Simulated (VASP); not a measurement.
Here is a VASP 6.6.1 calculation.

The input INCAR:

```
SYSTEM = SnSe
PREC = Accurate
ENCUT = 520
EDIFF = 1E-7
ISMEAR = 0
SIGMA = 0.01
LREAL = .False.
LASPH = .True.
NELM = 80
ALGO = Normal
ISIF = 2
LWAVE = .False.
LCHARG = .False.
GGA = PS
NBANDS = 50
```

File KPOINTS:

```
regular mesh
0
Gamma
  2 5 5
  0 0 0
```

File POSCAR:

```
SnSe
1.0
   11.4200000000      0.0000000000      0.0000000000
    0.0000000000      4.1900000000      0.0000000000
    0.0000000000      0.0000000000      4.4600000000
Sn Se
4 4
Direct
    0.1230000000      0.2500000000      0.0910000000
    0.3770000000      0.7500000000      0.5910000000
    0.6230000000      0.2500000000      0.4090000000
    0.8770000000      0.7500000000      0.9090000000
    0.3570000000      0.2500000000      0.0160000000
    0.1430000000      0.7500000000      0.5160000000
    0.8570000000      0.2500000000      0.4840000000
    0.6430000000      0.7500000000      0.9840000000
```

Potentials or basis: VASP PAW PBE potentials, release 64 (Sn_d, Se).

Command:

```bash
$ cat potpaw_PBE.64/Sn_d/POTCAR potpaw_PBE.64/Se/POTCAR > POTCAR
$ mpirun -np 1 vasp_std > vasp.out
```

Q: Predict the pressure.

A: -0.5 GPa.

Q: Estimate the band gap on the k mesh.

A: 0.79 eV (least direct gap 0.97 eV).

Stress tensor (GPa, compression positive):
```
 1.29  0.00  0.00
 0.00 -1.27  0.00
 0.00  0.00 -1.52
```

Caveat: the PAW data sets were made with another functional, which shifts forces and pressure a little; spin-orbit coupling is left out, which moves the levels of the heavy elements; an odd mesh through Γ misses points on the zone boundary, where band edges can lie.

**The experiment to reproduce.**

From “Linear dichroism of the optical properties of SnS and SnSe van der Waals crystals”, 2024, arxiv:2409.17412, for a bulk crystal of SnSe at 20 K: band gap 0.99 eV (indirect).

Against the measured gap of SnSe, 0.99 eV (indirect; 20 K; “Linear dichroism of the optical properties of SnS and SnSe van der Waals crystals”, 2024, arxiv:2409.17412), the calculated 0.79 eV is off by -0.20 eV. 2 values of this kind are on record (0.89 to 0.99 eV); this one was drawn at random. Spin-orbit coupling on Se, Sn is left out. The value is that of PBEsol on a finite k mesh, which can miss the band edges, without temperature or zero-point motion. Semilocal functionals fall short of measured gaps as a rule.
